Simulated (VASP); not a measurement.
Crystal: SiC (zincblende type).

```xyz
2
Lattice="0.0000 2.2323 2.2323 2.2323 0.0000 2.2323 2.2323 2.2323 0.0000" Properties=species:S:1:pos:R:3 pbc="T T T"
Si    0.0000    0.0000    0.0000
C     1.1161    1.1161    1.1161
```

| Property | Result |
| --- | --- |
| Program | VASP 6.6.1 |
| Task | relaxation of cell and atoms |
| Functional | PBE |
| Potentials or basis | VASP PAW PBE potentials, release 64 (Si, C) |
| Cutoff | 600 eV |
| k mesh | 16 × 16 × 16 |
| Occupations | fermi-dirac, width 0.08 eV |
| Spin | no spin polarisation |

At the start: pressure -11.1 GPa; volume 11.12 Å³/atom.

Question: Where does the relaxation end?

Answer: Over 6 steps the energy falls by 23.0 meV/atom and the volume is 10.49 Å³/atom (-5.7 %); space group F-43m (No. 216, to 0.05 Å).

Step by step:
```tsv
step	energy change (eV)	largest force (eV/Å)	pressure (GPa)	volume (Å³)
1	0.0000	0.0000	-11.06	22.25
2	-0.0030	0.0000	12.92	19.87
3	-0.0460	0.0000	-0.09	20.99
4	-0.0459	0.0000	0.15	20.97
5	-0.0459	0.0000	-0.12	20.99
6	-0.0460	0.0000	-0.01	20.98
```

Final structure:
```yaml
crystal:
  lattice:
    - [0.00000, 2.18912, 2.18912]
    - [2.18912, 0.00000, 2.18912]
    - [2.18912, 2.18912, 0.00000]
  atoms:
    - { symbol: Si, position: [0.00000, 0.00000, 0.00000] }
    - { symbol: C, position: [0.25000, 0.25000, 0.25000] }
```
